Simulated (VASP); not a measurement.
A run of VASP 6.6.1 is set up as follows.

INCAR

```
SYSTEM = LiH
PREC = Accurate
ENCUT = 520
EDIFF = 1E-7
ISMEAR = -1
SIGMA = 0.05
LREAL = .False.
LASPH = .True.
NELM = 100
ALGO = Normal
ISIF = 2
LWAVE = .False.
LCHARG = .False.
GGA = PS
NBANDS = 9
```

KPOINTS

```
Automatic mesh
0
Gamma
  11 11 11
  0 0 0
```

The input POSCAR:

```
LiH
1.0
    0.0000000000      2.0367500000      2.0367500000
    2.0367500000      0.0000000000      2.0367500000
    2.0367500000      2.0367500000      0.0000000000
Li H
1 1
Direct
    0.0000000000      0.0000000000      0.0000000000
    0.5000000000      0.5000000000      0.5000000000
```

Potentials or basis: VASP PAW PBE potentials, release 64 (Li_sv, H).

The run is started by

```bash
$ cat potpaw_PBE.64/Li_sv/POTCAR potpaw_PBE.64/H/POTCAR > POTCAR
$ mpirun -np 1 vasp_std > vasp.out
```

**Question.** What does it give for the band gap on the k mesh?

**Answer.** 2.97 eV.

Caveat: an odd mesh through Γ misses points on the zone boundary, where band edges can lie. A hybrid or GW would open this gap; PBEsol tends to underestimate it.
